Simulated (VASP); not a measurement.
# Rh (P6_3/mmc) in VASP: a series of runs

Runs on Rh. Level: PBE. Tasks: relaxation of shape and atoms at fixed volume.

Program: VASP 6.6.1. These are calculated values, not measurements. Logs are shortened: lines on timing, memory, paths and dates and some standing lists are left out, and cuts for length are marked.

## (1) The cell of the first run

The structure is hexagonal, space group P6_3/mmc (No. 194). The conventional cell has a = 2.697 Å, b = 2.697 Å, c = 4.341 Å, α = 90.00°, β = 90.00°, γ = 120.00°. Within 3.5 Å of Rh (site symmetry -6m2) lie 12 Rh at 2.67 to 2.70 Å.

This isn't the form of Rh at room conditions, which is fcc.

## (2) Relaxation of shape and atoms at fixed volume, PBE (13.67 Å³/atom)

Input file INCAR:

```
  PREC = Accurate
  ENCUT = 600
  EDIFF = 1E-7
  ISMEAR = 0
  SIGMA = 0.1
  LREAL = F
  LASPH = T
  NELM = 80
  ALGO = Fast
  ISIF = 4
  LWAVE = F
  LCHARG = F
  GGA = PE
  IBRION = 2
  NSW = 50
  EDIFFG = -0.01
```

Input file KPOINTS:

```
regular mesh
0
Gamma
  18 18 10
```

Input file POSCAR:

```
Rh
1.0
    2.6972641196      0.0000000000      0.0000000000
   -1.3486320598      2.3358992483      0.0000000000
    0.0000000000      0.0000000000      4.3405483246
Rh
2
Direct
    0.6666666667      0.3333333333      0.7500000000
    0.3333333333      0.6666666667      0.2500000000
```

Potentials or basis: VASP PAW PBE potentials, release 64 (Rh_pv).

Run with:

```sh
> cat potpaw_PBE.64/Rh_pv/POTCAR > POTCAR
> mpirun -np 1 vasp_std > vasp.out
```

OUTCAR:

```text
PREC = Accurate
   ENCUT = 600
   EDIFF = 1E-7
   ISMEAR = 0
   LREAL = F
   LASPH = T
   NELM = 80
   ISIF = 4
   GGA = PE
   IBRION = 2
   NSW = 50
   EDIFFG = -0.01

 ion  position               nearest neighbor table
   1  0.667  0.333  0.750-   2 2.67   2 2.67   2 2.67   2 2.67   2 2.67   2 2.67
   2  0.333  0.667  0.250-   1 2.67   1 2.67   1 2.67   1 2.67   1 2.67   1 2.67

  LATTYP: Found a hexagonal cell.
 ALAT       =     2.6972641196
 C/A-ratio  =     1.6092411170

  Lattice vectors:

 A1 = (   2.6972641196,   0.0000000000,   0.0000000000)
 A2 = (  -1.3486320598,   2.3358992483,   0.0000000000)
 A3 = (   0.0000000000,   0.0000000000,   4.3405483246)

Analysis of symmetry for initial positions (statically):
=====================================================================
 Subroutine PRICEL returns:
 Original cell was already a primitive cell.

 Routine SETGRP: Setting up the symmetry group for a
 hexagonal supercell.

 Subroutine GETGRP returns: Found 24 space group operations
 (whereof 12 operations were pure point group operations)
 out of a pool of 24 trial point group operations.

The static configuration has the point symmetry D_3d.
 The point group associated with its full space group is D_6h.

Analysis of symmetry for dynamics (positions and initial velocities):
=====================================================================
 Subroutine PRICEL returns:
 Original cell was already a primitive cell.

 Routine SETGRP: Setting up the symmetry group for a
 hexagonal supercell.

 Subroutine GETGRP returns: Found 24 space group operations
 (whereof 12 operations were pure point group operations)
 out of a pool of 24 trial point group operations.

The dynamic configuration has the point symmetry D_3d.
 The point group associated with its full space group is D_6h.

 Subroutine INISYM returns: Found 24 space group operations
 (whereof 12 operations are pure point group operations),
 and found     1 'primitive' translations

----------------------------------------------------------------------------------------

                                     Primitive cell

  volume of cell :      27.3478

[... 146 lines left out ...]
  -------------------------------------------------------------------------------------
  Total        1.4061235      1.4061235      1.4549768      0.0000000      0.0000000      0.0000000
  in kB       82.3781174     82.3781174     85.2402050      0.0000000      0.0000000      0.0000000
  external PRESSURE =      83.3321466 kB  Pullay stress =       0.0000000 kB

 VOLUME and BASIS-vectors are now :
 -----------------------------------------------------------------------------
  energy-cutoff  :      600.00
  volume of cell :       27.35
      direct lattice vectors                 reciprocal lattice vectors
     2.697264120  0.000000000  0.000000000     0.370746043  0.214050328  0.000000000
    -1.348632060  2.335899248  0.000000000     0.000000000  0.428100656  0.000000000
     0.000000000  0.000000000  4.340548325     0.000000000  0.000000000  0.230385639

 POSITION                                       TOTAL-FORCE (eV/Angst)
 -----------------------------------------------------------------------------------
      1.34863      0.77863      3.25541         0.000000     -0.000000      0.000000
     -0.00000      1.55727      1.08514        -0.000000      0.000000      0.000000
 -----------------------------------------------------------------------------------
    total drift:                               -0.000000      0.000000     -0.000000

  FREE ENERGIE OF THE ION-ELECTRON SYSTEM (eV)
  ---------------------------------------------------
  free  energy   TOTEN  =       -14.4288646939 eV

  energy  without entropy=      -14.4129144628  energy(sigma->0) =      -14.42088958

--------------------------------------- Ionic step        2  -------------------------------------------

 number of electron      30.0000003 magnetization

 Free energy of the ion-electron system (eV)
  ---------------------------------------------------
  ext. energy  EPLUGINS =         0.00000000
  ---------------------------------------------------
  free energy    TOTEN  =       -14.42887969 eV

  energy without entropy =      -14.41285799  energy(sigma->0) =      -14.42086884

 E-fermi :  12.1093     XC(G=0): -14.0654

 val. band max:       12.1070684104   @ k =   0.2222   0.0556   0.4000
 cond. band min:      12.1102302620   @ k =   0.0000   0.0000   0.3000
 fundamental gap:      0.0031618517
 Fermi energy:        12.1093049470

 k-point     1 :       0.0000    0.0000    0.0000
  band No.  band energies     occupation
      1     -35.1509      2.00000
      2     -34.4726      2.00000
      3     -34.4726      2.00000
      4     -34.3802      2.00000
      5     -34.3613      2.00000
      6     -34.3613      2.00000
[... 505 lines left out ...]
      6     -34.4957      2.00000
[... 11 lines left out ...]
     18      18.5652      0.00000
     19      22.5328      0.00000

 [... further k-points ...]

------------------------ aborting loop because EDIFF is reached ----------------------------------------

  FORCE on cell =-STRESS in cart. coord.  units (eV):
  Direction    XX          YY          ZZ          XY          YZ          ZX
  --------------------------------------------------------------------------------------
  -------------------------------------------------------------------------------------
  Total        1.4212505      1.4212505      1.4100174     -0.0000000      0.0000000      0.0000000
  in kB       83.2643376     83.2643376     82.6062447     -0.0000000      0.0000000      0.0000000
  external PRESSURE =      83.0449733 kB  Pullay stress =       0.0000000 kB

 VOLUME and BASIS-vectors are now :
 -----------------------------------------------------------------------------
  energy-cutoff  :      600.00
  volume of cell :       27.35
      direct lattice vectors                 reciprocal lattice vectors
     2.696205043 -0.000000000  0.000000000     0.370891673  0.214134407  0.000000000
    -1.348102521  2.334982061  0.000000000     0.000000000  0.428268815  0.000000000
    -0.000000000  0.000000000  4.343958953     0.000000000  0.000000000  0.230204754

 POSITION                                       TOTAL-FORCE (eV/Angst)
 -----------------------------------------------------------------------------------
      1.34810      0.77833      3.25797         0.000000      0.000000      0.000000
     -0.00000      1.55665      1.08599        -0.000000      0.000000      0.000000
 -----------------------------------------------------------------------------------
    total drift:                               -0.000000      0.000000     -0.000000

  FREE ENERGIE OF THE ION-ELECTRON SYSTEM (eV)
  ---------------------------------------------------
  free  energy   TOTEN  =       -14.4288796893 eV

  energy  without entropy=      -14.4128579950  energy(sigma->0) =      -14.42086884

 reached required accuracy - stopping structural energy minimisation
```

OSZICAR:

```text
N       E                     dE             d eps       ncg     rms          rms(c)
DAV:   1     0.348946992407E+03    0.34895E+03   -0.21244E+04  8444   0.204E+03
DAV:   2    -0.689596320053E+01   -0.35584E+03   -0.34657E+03  8807   0.555E+02
DAV:   3    -0.153347566680E+02   -0.84388E+01   -0.82447E+01  9035   0.934E+01
[... 16 lines left out ...]
RMM:   2    -0.144289374848E+02    0.30404E-03   -0.23191E-04  8436   0.144E-01    0.457E-02
RMM:   3    -0.144288796764E+02    0.57808E-04   -0.96605E-05  8436   0.813E-02    0.107E-02
RMM:   4    -0.144288795230E+02    0.15343E-06   -0.97141E-06  8616   0.282E-02    0.202E-03
RMM:   5    -0.144288796605E+02   -0.13749E-06   -0.26411E-06  9132   0.120E-02    0.156E-03
RMM:   6    -0.144288796893E+02   -0.28858E-07   -0.44698E-07  5949   0.536E-03
   2 F= -.14428880E+02 E0= -.14420869E+02  d E =-.149954E-04
```

CONTCAR:

```text
Rh
   1.00000000000000
     2.6962050428710400   -0.0000000000000000    0.0000000000000000
    -1.3481025214355200    2.3349820609488474    0.0000000000000000
    -0.0000000000000000    0.0000000000000000    4.3439589528709330
  Rh
     2
Direct
     0.6666666667000030    0.3333333332999970    0.7500000000000000
     0.3333333332999970    0.6666666667000030    0.2500000000000000

  0.00000000E+00  0.00000000E+00  0.00000000E+00
  0.00000000E+00  0.00000000E+00  0.00000000E+00
```

Wall time 67 s (1 thread of Intel Xeon 6975P-C (Granite Rapids), shared host); peak memory 0.25 GiB.

What came out:

| Property | Result |
| --- | --- |
| Free energy | -14.4289 eV |
| Energy gained by relaxing | 0.0 meV/atom |
| Ionic steps | 2 |
| Pressure after relaxing | 8.3 GPa |
| Band gap on the k mesh | zero (bands 15 and 16 overlap by 2.44 eV) |

Final structure:
```yaml
crystal:
  lattice:
    - [2.69621, 0.00000, 0.00000]
    - [-1.34810, 2.33498, 0.00000]
    - [0.00000, 0.00000, 4.34396]
  atoms:
    - { symbol: Rh, position: [0.66667, 0.33333, 0.75000] }
    - { symbol: Rh, position: [0.33333, 0.66667, 0.25000] }
```

## (3) Relaxation of shape and atoms at fixed volume, PBE (14.52 Å³/atom)

This run uses another cell than the first one, of 14.52 Å³/atom.

Input file INCAR:

```
  PREC = Accurate
  ENCUT = 600
  EDIFF = 1E-7
  ISMEAR = 0
  SIGMA = 0.1
  LREAL = False
  LASPH = True
  NELM = 80
  ALGO = Fast
  ISIF = 4
  LWAVE = False
  LCHARG = False
  GGA = PE
  IBRION = 2
  NSW = 50
  EDIFFG = -0.01
```

KPOINTS is that of step 2.

Input file POSCAR:

```
Rh
1.0
    2.7517689887      0.0000000000      0.0000000000
   -1.3758844943      2.3831018495      0.0000000000
    0.0000000000      0.0000000000      4.4282598010
Rh
2
Direct
    0.6666666667      0.3333333333      0.7500000000
    0.3333333333      0.6666666667      0.2500000000
```

Potentials or basis: VASP PAW PBE potentials, release 64 (Rh_pv).

Run with:

```sh
> cat potpaw_PBE.64/Rh_pv/POTCAR > POTCAR
> mpirun -np 1 vasp_std > vasp.out
```

Wall time 72 s (1 thread of Intel Xeon 6975P-C (Granite Rapids), shared host); peak memory 0.25 GiB.

The run converged. Its results:

* Free energy: -14.4330 eV
* Energy gained by relaxing: 0.0 meV/atom
* Ionic steps: 2
* Pressure after relaxing: -7.1 GPa
* Band gap on the k mesh: zero (bands 15 and 16 overlap by 2.21 eV)

Final structure:
```
Rh
1.0
     2.75255    0.00000    0.00000
    -1.37627    2.38378    0.00000
     0.00000    0.00000    4.42575
Rh
2
Cartesian
  1.3763 0.7946 3.3193
  0.0000 1.5892 1.1064
```

Levels at points of the mesh, in eV from the Fermi level:
| k point | band 12 | band 13 | band 14 | band 15 | band 16 | band 17 | band 18 | band 19 |
| --- | --- | --- | --- | --- | --- | --- | --- | --- |
| (0.00, 0.00, 0.00) | -2.30 | -2.30 | -1.80 | -1.80 | 0.11 | 0.11 | 0.84 | 8.18 |
| (0.50, 0.00, 0.00) | -2.05 | -2.01 | 0.35 | 0.57 | 0.64 | 2.85 | 4.84 | 9.97 |
| (0.00, 0.00, 0.50) | -2.91 | -2.91 | -2.91 | -0.42 | -0.42 | -0.42 | -0.42 | 14.65 |
| (0.50, 0.00, 0.50) | -1.56 | -0.28 | -0.28 | 0.53 | 0.53 | 2.59 | 2.59 | 8.80 |
